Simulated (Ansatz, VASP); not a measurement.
One calculation of Mn, two programs

Contents of POSCAR:

```
Mn
1.0
    1.2784742138      0.7381274315      1.9643088806
   -1.2784742138      0.7381274315      1.9643088806
    0.0000000000     -1.4762548630      1.9643088806
Mn
1
Direct
    0.5000000000      0.5000000000      0.5000000000
```

File INCAR.step1:

```
SYSTEM = Mn
PREC = Accurate ; ENCUT = 600
ISMEAR = 0 ; SIGMA = 0.1
LREAL = .FALSE. ; LASPH = .TRUE.
NELM = 150 ; ISPIN = 2
MAGMOM = 1.49 ; LMAXMIX = 4
GGA = PE ; ALGO = Normal
EDIFF = 1E-4 ; LWAVE = .TRUE.
LCHARG = .FALSE.
```

Contents of INCAR.step2:

```
SYSTEM = Mn
PREC = Accurate ; ENCUT = 600
EDIFF = 1E-7 ; ISMEAR = 0
SIGMA = 0.1 ; LREAL = .FALSE.
LASPH = .TRUE. ; NELM = 150
ALGO = Normal ; ISIF = 3
LWAVE = .FALSE. ; LCHARG = .FALSE.
ISPIN = 2 ; MAGMOM = 1.49
LORBIT = 11 ; LMAXMIX = 4
METAGGA = R2SCAN ; LMIXTAU = .TRUE.
IBRION = 2 ; NSW = 90
EDIFFG = -0.04 ; ISTART = 1
```

Contents of KPOINTS:

```
Automatic mesh
0
G
  9 9 9
  0 0 0
```

Input for Ansatz:

```yaml
crystal:
  lattice:
    - [1.2784742138, 0.7381274315, 1.9643088806]
    - [-1.2784742138, 0.7381274315, 1.9643088806]
    - [0.0, -1.476254863, 1.9643088806]
  atoms:
    - { symbol: Mn, position: [0.5, 0.5, 0.5], spin: 1.49 }
basis:
  ecutwfc: 500
kpoints:
  mp_grid: { grid: [9, 9, 9] }
hamiltonian:
  xc: r2scan
scf:
  occupations: { method: gaussian, width: 0.1 }
  lower_state_search: "off"
output:
  forces: true
  stress: true
  eigenvalues: true
  populations: true
magnetization:
  spin_polarized: true
relax:
  adjacent_minimum: "off"
  f_tol: 0.04
  max_steps: 70
  cell: { stress_tol: 0.4 }
```

Alike in both runs: task relaxation of cell and atoms; functional r2SCAN; k mesh 9 × 9 × 9; occupations gaussian, width 0.1 eV; collinear spin.

```csv
,VASP,Ansatz
version,VASP 6.6.1,Ansatz 0.2.0
potentials or method,"VASP PAW PBE potentials, release 64 (Mn_pv), cutoff 600 eV","scalar-relativistic, plane waves, PAW"
valence electrons in the cell,13,15
```

Ansatz gave:

| Item | Value |
| --- | --- |
| gap on the k mesh at the Fermi level, each at its own relaxed structure (eV) | none |
| net moment per atom (μB) | 1.33 |
| size of the moment on the site where the two differ most (μB) | 1.33 |
| relaxed volume (Å³/atom) | 11.10 |
| relaxed cell length with the largest relative difference (Å) | 2.452 |

**Question.** What did VASP give for the same quantities?

**Answer.** gap on the k mesh at the Fermi level, each at its own relaxed structure (eV): none; net moment per atom (μB): 0.00; size of the moment on the site where the two differ most (μB): 0.00; relaxed volume (Å³/atom): 10.46; relaxed cell length with the largest relative difference (Å): 2.455.

The net moments are unlike, so the other rows may belong to different states. VASP's potentials were made for PBE, not for r2SCAN. Site moments also hang on the region over which each program counts them. A gap of «none» marks a metal or a gap that the smearing closes. VASP's potentials hold 13 valence electrons a cell and Ansatz's 15, so a difference there can come from the potentials and not from the codes.
